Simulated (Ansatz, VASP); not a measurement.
SiC in VASP and in Ansatz

Contents of POSCAR:

```
SiC
1.0
    0.0000000000      2.1643753983      2.1643753983
    2.1643753983      0.0000000000      2.1643753983
    2.1643753983      2.1643753983      0.0000000000
Si C
1 1
Direct
    0.0000000000      0.0000000000      0.0000000000
    0.2500000000      0.2500000000      0.2500000000
```

Contents of INCAR.step1:

```
PREC = Accurate
ENCUT = 520
ISMEAR = 0
SIGMA = 0.01
LREAL = F
LASPH = T
NELM = 60
NBANDS = 11
GGA = PE
ALGO = Normal
EDIFF = 1E-4
LWAVE = T
LCHARG = F
```

Contents of INCAR.step2:

```
PREC = Accurate
ENCUT = 520
EDIFF = 1E-6
ISMEAR = 0
SIGMA = 0.01
LREAL = F
LASPH = T
NELM = 60
ALGO = Normal
ISIF = 2
LWAVE = F
LCHARG = F
METAGGA = R2SCAN
LMIXTAU = T
NBANDS = 11
ISTART = 1
```

Contents of KPOINTS:

```
regular mesh
0
Gamma
  8 8 8
```

Input for Ansatz:

```yaml
crystal:
  lattice:
    - [0.0, 2.1643753982784264, 2.1643753982784264]
    - [2.1643753982784264, 0.0, 2.1643753982784264]
    - [2.1643753982784264, 2.1643753982784264, 0.0]
  atoms:
    - { symbol: Si, position: [0.0, 0.0, 0.0] }
    - { symbol: C, position: [0.25, 0.25, 0.25] }
basis:
  ecutwfc: 600.0
kpoints:
  mp_grid:
    grid: [8, 8, 8]
hamiltonian:
  xc: r2scan
scf:
  convergence:
    dr2_threshold: 1.0e-10
  occupations:
    method: fixed
output:
  stress: true
```

Alike in both runs: task single point; functional r2SCAN; k mesh 8 × 8 × 8; no spin polarisation.

```csv
,VASP,Ansatz
version,VASP 6.6.1,Ansatz 0.2.0
potentials or method,"VASP PAW PBE potentials, release 64 (Si, C), cutoff 520 eV","plane waves, PAW"
occupations,"gaussian, width 0.01 eV",fixed
valence electrons in the cell,8,8
```

```tsv
	VASP	Ansatz	Ansatz less VASP
pressure (GPa)	4.3	4.5	+0.19
```

VASP's potentials were made for PBE, not for r2SCAN.
